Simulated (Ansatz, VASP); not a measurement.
# P: VASP beside Ansatz

```
CELL_PARAMETERS angstrom
1.57674 0.91033 3.03566
-1.57674 0.91033 3.03566
0.00000 -1.82067 3.03566
ATOMIC_POSITIONS crystal
P 0.23367 0.23367 0.23367
P 0.76633 0.76633 0.76633
```

Change from the starting cell: strain -0.080 along x and y, +0.040 along z, atoms carried along.

Alike in both runs: task single point; functional PBE; dispersion D3(BJ); k mesh 24 × 24 × 24; occupations gaussian, width 0.15 eV; no spin polarisation.

```csv
,VASP,Ansatz
version,VASP 6.6.1,Ansatz 0.2.0
potentials or method,"VASP PAW PBE potentials, release 64 (P), cutoff 520 eV","scalar-relativistic, plane waves, PAW"
valence electrons in the cell,10,10
```

|  | VASP | Ansatz | Ansatz less VASP |
| --- | --- | --- | --- |
| gap on the k mesh at the Fermi level (eV) | none | none | - |
| pressure (GPa) | 19.9 | 20.3 | +0.45 |
| traceless stress, the component that is largest in VASP (GPa) | -11.16 | -11.21 | -0.047 |
| rms of the force components (eV/Å) | 0.392 | 0.434 | +0.0425 |

Atom by atom the forces differ by 0.043 eV/Å (rms over components). A gap of «none» marks a metal or a gap that the smearing closes.
